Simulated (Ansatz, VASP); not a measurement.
## One calculation of F, two programs

```xyz
1
Lattice="-1.3608 1.3608 1.3608 1.3608 -1.3608 1.3608 1.3608 1.3608 -1.3608" Properties=species:S:1:pos:R:3 pbc="T T T"
F     0.0000    0.0000    0.0000
```

Alike in both runs: functional PBE; k mesh 18 × 18 × 18; occupations fermi-dirac, width 0.05 eV; no spin polarisation.

Ansatz relaxed the structure, and its values are those at the end. VASP's run is a single point on that final structure, the one shown.

|  | VASP | Ansatz |
| --- | --- | --- |
| version | VASP 6.6.1 | Ansatz 0.2.0 |
| potentials or method | VASP PAW PBE potentials, release 64 (F) | PAW with Ansatz's default frozen-core files, scalar-relativistic |
| plane-wave cutoff (eV) | 520 | 420 |
| valence electrons in the cell | 7 | 7 |

Ansatz gave:

```
pressure (GPa) : 0.0
```

Question: Which values does VASP return?

Answer: Pressure (GPa): -0.7.

The functional is the same, so the differences come from potentials, cutoffs and numerics.
